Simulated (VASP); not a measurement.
# Mo (P6/mmm) in VASP: a series of runs

Mo is run at these levels: PBEsol; tasks: single point.

Everything below comes from runs of VASP 6.6.1. Logs are shortened: lines on timing, memory, paths and dates and some standing lists are left out, and cuts for length are marked.

## (1) The cell of the first run

It takes space group P6/mmm (No. 191, hexagonal). The conventional cell has a = 2.736 Å, b = 2.736 Å, c = 2.555 Å, α = 90.00°, β = 90.00°, γ = 120.00°. Mo (site symmetry 6/mmm) has 8 Mo at 2.56 to 2.74 Å within 3.4 Å.

## (2) Single point, PBEsol

INCAR

```
SYSTEM = Mo
PREC = Accurate ; ENCUT = 520
EDIFF = 1E-6 ; ISMEAR = -1
SIGMA = 0.3 ; LREAL = .FALSE.
LASPH = .TRUE. ; NELM = 60
ALGO = Normal ; ISIF = 2
LWAVE = .FALSE. ; LCHARG = .FALSE.
GGA = PS ; NBANDS = 13
```

KPOINTS

```
Automatic mesh
0
G
  6 6 6
  0 0 0
```

POSCAR

```
Mo
1.0
    2.7355104000      0.0000000000      0.0000000000
   -1.3677552000      2.3690215000      0.0000000000
    0.0000000000      0.0000000000      2.5551807000
Mo
1
Direct
    0.0000000000      0.0000000000      0.5000000000
```

Potentials or basis: VASP PAW PBE potentials, release 64 (Mo_sv).

Started as:

```console
> cat potpaw_PBE.64/Mo_sv/POTCAR > POTCAR
> mpirun -np 1 vasp_std > vasp.out
```

OUTCAR:

```text
SYSTEM = Mo
   PREC = Accurate
   ENCUT = 520
   EDIFF = 1E-6
   ISMEAR = -1
   LREAL = .FALSE.
   LASPH = .TRUE.
   NELM = 60
   ISIF = 2
   GGA = PS

 ion  position               nearest neighbor table
   1  0.000  0.000  0.500-

  LATTYP: Found a hexagonal cell.
 ALAT       =     2.7355104000
 C/A-ratio  =     0.9340782254

  Lattice vectors:

 A1 = (   2.7355104000,   0.0000000000,   0.0000000000)
 A2 = (  -1.3677552000,   2.3690215000,   0.0000000000)
 A3 = (   0.0000000000,   0.0000000000,   2.5551807000)

Analysis of symmetry for initial positions (statically):
=====================================================================
 Subroutine PRICEL returns:
 Original cell was already a primitive cell.

 Routine SETGRP: Setting up the symmetry group for a
 hexagonal supercell.

 Subroutine GETGRP returns: Found 24 space group operations
 (whereof 24 operations were pure point group operations)
 out of a pool of 24 trial point group operations.

The static configuration has the point symmetry D_6h.

Analysis of symmetry for dynamics (positions and initial velocities):
=====================================================================
 Subroutine PRICEL returns:
 Original cell was already a primitive cell.

 Routine SETGRP: Setting up the symmetry group for a
 hexagonal supercell.

 Subroutine GETGRP returns: Found 24 space group operations
 (whereof 24 operations were pure point group operations)
 out of a pool of 24 trial point group operations.

The dynamic configuration has the point symmetry D_6h.

 Subroutine INISYM returns: Found 24 space group operations
 (whereof 24 operations are pure point group operations),
 and found     1 'primitive' translations

----------------------------------------------------------------------------------------

                                     Primitive cell

  volume of cell :      16.5588

  direct lattice vectors                    reciprocal lattice vectors
     2.735510400  0.000000000  0.000000000     0.365562492  0.211057603  0.000000000
    -1.367755200  2.369021500  0.000000000     0.000000000  0.422115207  0.000000000
     0.000000000  0.000000000  2.555180700     0.000000000  0.000000000  0.391361754

  length of vectors
     2.735510400  2.735510401  2.555180700     0.422115207  0.422115207  0.391361754

  position of ions in fractional coordinates (direct lattice)
     0.000000000  0.000000000  0.500000000

  ion indices of the primitive-cell ions
   primitive index   ion index
                 1           1

----------------------------------------------------------------------------------------

 KPOINTS: Automatic mesh

Automatic generation of k-mesh.
 Grid dimensions read from file:
 generate k-points for:    6    6    6

 Generating k-lattice:

  Cartesian coordinates                     Fractional coordinates (reciprocal lattice)
     0.060927082  0.035176267  0.000000000     0.166666667  0.000000000  0.000000000
     0.000000000  0.070352534  0.000000000     0.000000000  0.166666667  0.000000000
     0.000000000  0.000000000  0.065226959     0.000000000  0.000000000  0.166666667

  Length of vectors
     0.070352534  0.070352534  0.065226959

  Shift w.r.t. Gamma in fractional coordinates (k-lattice)
     0.000000000  0.000000000  0.000000000

 Subroutine IBZKPT returns following result:
 ===========================================

 Found     28 irreducible k-points:

 Following reciprocal coordinates:
            Coordinates               Weight
  0.000000  0.000000  0.000000      1.000000
  0.166667  0.000000  0.000000      6.000000
  0.333333  0.000000  0.000000      6.000000
  0.500000 -0.000000  0.000000      3.000000
  0.166667  0.166667  0.000000      6.000000
  0.333333  0.166667  0.000000     12.000000
[... 16 lines left out ...]
  0.166667  0.000000  0.500000      6.000000
  0.333333  0.000000  0.500000      6.000000
 [... further k-points ...]
   k-points           NKPTS =     28   k-points in BZ     NKDIM =     28   number of bands    NBANDS=     13
   number of dos      NEDOS =    301   number of ions     NIONS =      1
   total plane-waves  NPLWV =   8000
   dimension x,y,z NGX =    20 NGY =   20 NGZ =   20
   dimension x,y,z NGXF=    40 NGYF=   40 NGZF=   40
   ions per type =               1
   NGX,Y,Z   is equivalent  to a cutoff of  12.15, 12.15, 13.01 a.u.
   NGXF,Y,Z  is equivalent  to a cutoff of  24.31, 24.31, 26.02 a.u.
 SYSTEM =  Mo
   PREC   = accura    normal or accurate (medium, high low for compatibility)
   ISTART =      0    job   : 0-new  1-cont  2-samecut
   ICHARG =      2    charge: 1-file 2-atom 10-const
   ISPIN  =      1    spin polarized calculation?
   LNONCOLLINEAR =      F non collinear calculations
   LSORBIT =      F    spin-orbit coupling
   LASPH  =      T    aspherical Exc in radial PAW
   ENCUT  =  520.0 eV  38.22 Ry    6.18 a.u.   5.09  5.09  4.75*2*pi/ulx,y,z
   NELM   =     60;   NELMIN=  2; NELMDL= -5     # of ELM steps
   EDIFF  = 0.1E-05   stopping-criterion for ELM
   LREAL  =      F    real-space projection
   EDIFFG = 0.1E-04   stopping-criterion for IOM
   NSW    =      0    number of steps for IOM
   IBRION =     -1    ionic relax: 0-MD 1-quasi-New 2-CG
   NFREE  =      0    steps in history (QN), initial steepest desc. (CG)
   ISIF   =      2    stress and relaxation
   ISYM   =      2    0-nonsym 1-usesym 2-fastsym
   POTIM  = 0.5000    time-step for ionic-motion
   TEBEG  =    0.0;   TEEND  =   0.0 temperature during run
   PSTRESS=    0.0 pullay stress
   NELECT =      14.0000    total number of electrons
   NUPDOWN=      -1.0000    fix difference up-down
   EMIN   =  10.00;   EMAX   =-10.00  energy-range for DOS
   EFERMI =   0.00;   METHOD = LEGACY
   ISMEAR =    -1;   SIGMA  =   0.30  broadening in eV -4-tet -1-fermi 0-gaus
   EFERMI_NEDOS =   21; number of points for ismear=-14 and -15
   IALGO  =     38    algorithm
   IMIX   =      4    mixing-type and parameters
     AMIX     =   0.40;   BMIX     =  1.00
     AMIX_MAG =   1.60;   BMIX_MAG =  1.00
  volume/ion in A,a.u.               =      16.56       111.74
  Fermi-wavevector in a.u.,A,eV,Ry     =   1.548013  2.925320 32.604229  2.396343
  Thomas-Fermi vector in A             =   2.653024
   LORBIT       =      0    0 simple, 1 ext, 2 COOP (PROOUT), +10 PAW based schemes
   GGA     = PS    functional components
   LHFCALC =     F    Hartree Fock is set to
   AEXX    =    0.0000 exact exchange contribution
   IVDW    =     0    specifies the selected vdW correction
   LEPSILON=     F    determine dielectric tensor
   LRPA    =     F    only Hartree local field effects (RPA)
 non-spin polarized calculation
  energy-cutoff  :      520.00
  volume of cell :       16.56
 maximum number of plane-waves:       460
   NGX = 11   NGY = 11   NGZ =  9

 number of electron      14.0000002 magnetization

 Free energy of the ion-electron system (eV)
  ---------------------------------------------------
  ext. energy  EPLUGINS =         0.00000000
  ---------------------------------------------------
  free energy    TOTEN  =       -11.09264640 eV

  energy without entropy =      -10.82390763  energy(sigma->0) =      -10.95827702

 E-fermi :  11.4540     XC(G=0): -13.1160

 val. band max:       11.4463995799   @ k =   0.0000   0.0000   0.5000
 cond. band min:      11.5111719945   @ k =   0.1667   0.0000   0.0000
 fundamental gap:      0.0647724146
 Fermi energy:        11.4540377883

 k-point     1 :       0.0000    0.0000    0.0000
  band No.  band energies     occupation
      1     -49.5024      2.00000
      2     -22.8037      2.00000
      3     -22.8037      2.00000
      4     -22.7477      2.00000
      5       4.6078      2.00000
      6       7.1221      2.00000
      7      10.5311      1.91183
      8      10.5311      1.91183
      9      15.5634      0.00000
     10      15.5634      0.00000
     11      24.4200      0.00000
     12      27.1606      0.00000
     13      31.9634      0.00000

 k-point     2 :       0.1667    0.0000    0.0000
  band No.  band energies     occupation
      1     -49.4467      2.00000
      2     -23.1684      2.00000
      3     -22.8859      2.00000
      4     -22.7090      2.00000
      5       5.5857      2.00000
      6       7.5538      2.00000
      7       9.7346      1.99354
      8      11.5112      0.90506
      9      14.5606      0.00006
     10      15.3856      0.00000
     11      26.3385      0.00000
     12      28.5793      0.00000
     13      29.1208      0.00000

 k-point     3 :       0.3333    0.0000    0.0000
  band No.  band energies     occupation
      1     -49.3333      2.00000
      2     -23.8605      2.00000
      3     -23.0467      2.00000
      4     -22.6306      2.00000
      5       6.7560      2.00000
      6       7.8611      1.99999
      7      10.6562      1.86919
      8      13.0386      0.01011
      9      14.0156      0.00039
     10      15.0486      0.00001
     11      23.5307      0.00000
     12      26.9212      0.00000
     13      29.6436      0.00000

 k-point     4 :       0.5000   -0.0000    0.0000
  band No.  band energies     occupation
      1     -49.2756      2.00000
      2     -24.1904      2.00000
      3     -23.1255      2.00000
      4     -22.5911      2.00000
      5       6.4943      2.00000
      6       8.3148      1.99994
      7      12.4151      0.07806
      8      12.4665      0.06618
      9      14.8884      0.00002
     10      15.8745      0.00000
     11      21.5881      0.00000
     12      24.8536      0.00000
     13      28.1503      0.00000

 k-point     5 :       0.1667    0.1667    0.0000
  band No.  band energies     occupation
      1     -49.3619      2.00000
      2     -23.6243      2.00000
      3     -23.0802      2.00000
      4     -22.6503      2.00000
      5       6.9997      2.00000
      6       8.3779      1.99993
      7       8.7663      1.99974
      8      13.5246      0.00201
      9      13.6741      0.00122
     10      14.9320      0.00002
     11      25.2322      0.00000
     12      25.8059      0.00000
     13      31.9160      0.00000

 k-point     6 :       0.3333    0.1667    0.0000
  band No.  band energies     occupation
      1     -49.2758      2.00000
      2     -24.0190      2.00000
      3     -23.3181      2.00000
      4     -22.5911      2.00000
      5       7.5945      1.99999
      6       8.2986      1.99995
      7      10.5882      1.89430
      8      12.7610      0.02532
      9      14.3841      0.00011
     10      16.6968      0.00000
     11      21.5703      0.00000
     12      23.3138      0.00000
     13      29.4350      0.00000

 k-point     7 :       0.3333    0.3333    0.0000
  band No.  band energies     occupation
      1     -49.2469      2.00000
      2     -23.7813      2.00000
      3     -23.7813      2.00000
      4     -22.5713      2.00000
      5       8.5353      1.99988
      6       9.4008      1.99787
      7       9.4008      1.99787
      8      13.3076      0.00414
      9      13.3076      0.00414
     10      19.8198      0.00000
     11      19.8198      0.00000
     12      19.8752      0.00000
     13      32.2206      0.00000
[... 193 lines left out ...]
 k-point    20 :       0.3333    0.1667    0.3333
  band No.  band energies     occupation
      1     -49.1042      2.00000
      2     -23.8435      2.00000
      3     -23.8122      2.00000
      4     -23.1749      2.00000
      5       7.3407      2.00000
      6       8.6267      1.99984
      7      10.7525      1.82400
      8      12.7264      0.02837
      9      14.2634      0.00017
     10      18.9719      0.00000
     11      22.4394      0.00000
     12      26.2345      0.00000
     13      27.9843      0.00000

 k-point    21 :       0.3333    0.3333    0.3333
  band No.  band energies     occupation
      1     -49.0764      2.00000
      2     -23.7856      2.00000
      3     -23.6144      2.00000
      4     -23.6144      2.00000
      5       8.2432      1.99996
      6       8.2432      1.99996
      7      11.3232      1.21465
      8      11.3232      1.21465
      9      14.0529      0.00035
     10      21.0811      0.00000
     11      24.1992      0.00000
     12      24.1992      0.00000
     13      28.9685      0.00000

 k-point    22 :       0.0000    0.0000    0.5000
  band No.  band energies     occupation
      1     -49.2616      2.00000
      2     -24.4582      2.00000
      3     -22.6436      2.00000
      4     -22.6436      2.00000
      5       7.6852      1.99999
      6      11.3515      1.16929
      7      11.3515      1.16929
      8      11.4464      1.01273
      9      12.2447      0.13377
     10      12.2447      0.13377
     11      21.5142      0.00000
     12      27.5169      0.00000
     13      30.3482      0.00000

 k-point    23 :       0.1667    0.0000    0.5000
  band No.  band energies     occupation
      1     -49.2084      2.00000
      2     -24.3935      2.00000
      3     -22.9822      2.00000
      4     -22.7212      2.00000
      5       8.7252      1.99978
      6       8.8438      1.99967
      7      10.8698      1.75035
      8      11.8906      0.37843
      9      12.2930      0.11502
     10      15.1489      0.00001
     11      21.4600      0.00000
     12      27.1225      0.00000
     13      29.8018      0.00000

 k-point    24 :       0.3333    0.0000    0.5000
  band No.  band energies     occupation
      1     -49.1003      2.00000
      2     -24.2617      2.00000
      3     -23.6287      2.00000
      4     -22.8734      2.00000
      5       6.8164      2.00000
      6       8.5230      1.99989
      7      11.2599      1.31269
      8      13.4748      0.00237
      9      14.6281      0.00005
     10      17.3824      0.00000
     11      20.8634      0.00000
     12      25.8194      0.00000
     13      30.7068      0.00000

 [... further k-points ...]
[... 5 lines left out ...]
  --------------------------------------------------------------------------------------
  -------------------------------------------------------------------------------------
  Total        0.1266338      0.1266338     -1.1361284      0.0000000     -0.0000000      0.0000000
  in kB       12.2526847     12.2526847   -109.9281708      0.0000000     -0.0000000      0.0000000
  external PRESSURE =     -28.4742672 kB  Pullay stress =       0.0000000 kB

 VOLUME and BASIS-vectors are now :
 -----------------------------------------------------------------------------
  energy-cutoff  :      520.00
  volume of cell :       16.56
      direct lattice vectors                 reciprocal lattice vectors
     2.735510400  0.000000000  0.000000000     0.365562492  0.211057603  0.000000000
    -1.367755200  2.369021500  0.000000000     0.000000000  0.422115207  0.000000000
     0.000000000  0.000000000  2.555180700     0.000000000  0.000000000  0.391361754

 POSITION                                       TOTAL-FORCE (eV/Angst)
 -----------------------------------------------------------------------------------
      0.00000      0.00000      1.27759        -0.000000      0.000000      0.000000
 -----------------------------------------------------------------------------------
    total drift:                                0.000000      0.000000     -0.000000

  FREE ENERGIE OF THE ION-ELECTRON SYSTEM (eV)
  ---------------------------------------------------
  free  energy   TOTEN  =       -11.0926464045 eV

  energy  without entropy=      -10.8239076345  energy(sigma->0) =      -10.95827702
```

Run time: 9.1 s. Hardware: 1 thread of Intel Xeon 8259CL, shared host; peak memory 0.12 GiB.

Results:

- Free energy: -11.0926 eV
- Pressure: -2.8 GPa
- Band gap on the k mesh: zero (band 7 reaches 12.42 eV, above the bottom of band 8 at 10.53 eV)

Levels at points of the mesh, in eV from the Fermi level:
```csv
k point,band 4,band 5,band 6,band 7,band 8,band 9,band 10,band 11
"(0.00, 0.00, 0.00)",-34.20,-6.85,-4.33,-0.92,-0.92,4.11,4.11,12.97
"(0.50, 0.00, 0.00)",-34.05,-4.96,-3.14,0.96,1.01,3.43,4.42,10.13
"(0.00, 0.00, 0.50)",-34.10,-3.77,-0.10,-0.10,-0.01,0.79,0.79,10.06
"(0.50, 0.00, 0.50)",-34.40,-5.36,-3.43,-0.48,4.77,6.04,6.36,7.19
```

Caveat: the k points lie up to 0.44 Å⁻¹ apart; the PAW data sets were made with another functional, which shifts forces and pressure a little.

## (3) Single point, PBEsol

INCAR

```
ALGO = Normal
EDIFF = 1E-6
ENCUT = 520
GGA = PS
ISIF = 2
ISMEAR = -1
LASPH = T
LCHARG = T
LELF = T
LREAL = F
LVHAR = T
LWAVE = F
NBANDS = 13
NELM = 100
PREC = Accurate
SIGMA = 0.3
```

KPOINTS

```
k-points
0
Gamma
  8 8 8
```

POSCAR is that of step 2.

Potentials or basis: VASP PAW PBE potentials, release 64 (Mo_sv).

Started as:

```console
> cat potpaw_PBE.64/Mo_sv/POTCAR > POTCAR
> mpirun -np 1 vasp_std > vasp.out
```

Run time: 14 s. Hardware: 1 thread of Intel Xeon 8259CL, shared host; peak memory 0.13 GiB.

The run converged. Its results:

```yaml
Free_energy: -10.9862 eV
Pressure: -1.2 GPa
Band_gap_on_the_k_mesh: zero (band 7 reaches 12.42 eV, above the bottom of band 8 at 10.55 eV)
```

Stress tensor (GPa, compression positive):
```
 1.42  0.00  0.00
 0.00  1.42  0.00
 0.00  0.00 -6.53
```

Levels at points of the mesh, in eV from the Fermi level:
| k point | band 5 | band 6 | band 7 | band 8 | band 9 | band 10 |
| --- | --- | --- | --- | --- | --- | --- |
| (0.00, 0.00, 0.00) | -6.87 | -4.36 | -0.92 | -0.92 | 4.10 | 4.10 |
| (0.50, 0.00, 0.00) | -4.96 | -3.18 | 0.95 | 0.99 | 3.42 | 4.42 |
| (0.00, 0.00, 0.50) | -3.77 | -0.10 | -0.10 | -0.04 | 0.77 | 0.77 |
| (0.50, 0.00, 0.50) | -5.39 | -3.43 | -0.50 | 4.77 | 6.02 | 6.33 |

Caveat: the PAW data sets were made with another functional, which shifts forces and pressure a little.
